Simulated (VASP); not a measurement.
Write the native input for VASP 6.6.1 that does the following.

- Task: single point
- Functional: PBEsol
- Potentials or basis: VASP PAW PBE potentials, release 64 (Te, Sn_d)
- Cutoff: 520 eV
- k mesh: 6 × 6 × 6
- Occupations: fermi-dirac, width 0.05 eV
- Spin: no spin polarisation
- Dipole correction: no
- Further INCAR settings: ALGO = Normal; EDIFF = 1e-07; NBANDS = 32

The structure of Sn3Te lies in POSCAR:

```
Sn3Te
1.0
    4.7235411493      0.0000000000      0.0000000000
    0.0000000000      4.7235411493      0.0000000000
    0.0000000000      0.0000000000      4.7235411493
Te Sn
1 3
Direct
    0.0000000000      0.0000000000      0.0000000000
    0.0000000000      0.5000000000      0.5000000000
    0.5000000000      0.0000000000      0.5000000000
    0.5000000000      0.5000000000      0.0000000000
```

These files were run (other wordings do the same):

INCAR

```
SYSTEM = Sn3Te
  PREC = Accurate
  ENCUT = 520
  EDIFF = 1E-7
  ISMEAR = -1
  SIGMA = 0.05
  LREAL = .False.
  LASPH = .True.
  NELM = 60
  ALGO = Normal
  ISIF = 2
  LWAVE = .False.
  LCHARG = .True.
  GGA = PS
  LELF = .True.
  LVHAR = .True.
  NBANDS = 32
```

KPOINTS

```
regular mesh
0
Gamma
  6 6 6
  0 0 0
```

Potentials or basis: VASP PAW PBE potentials, release 64 (Te, Sn_d).

Launch:

```bash
$ cat potpaw_PBE.64/Te/POTCAR potpaw_PBE.64/Sn_d/POTCAR > POTCAR
$ mpirun -np 1 vasp_std > vasp.out
```

It gave:

```json
{
  "Pressure": "2.0 GPa",
  "Band gap on the k mesh": "zero (bands 24 and 25 overlap by 3.79 eV)"
}
```

Caveat: the PAW data sets were made with another functional, which shifts forces and pressure a little; spin-orbit coupling is left out, which moves the levels of the heavy elements.

It took 25 s on 1 thread of Intel(R) Xeon(R) 6975P-C (Granite Rapids), with other jobs on the host, peak memory 0.23 GiB.
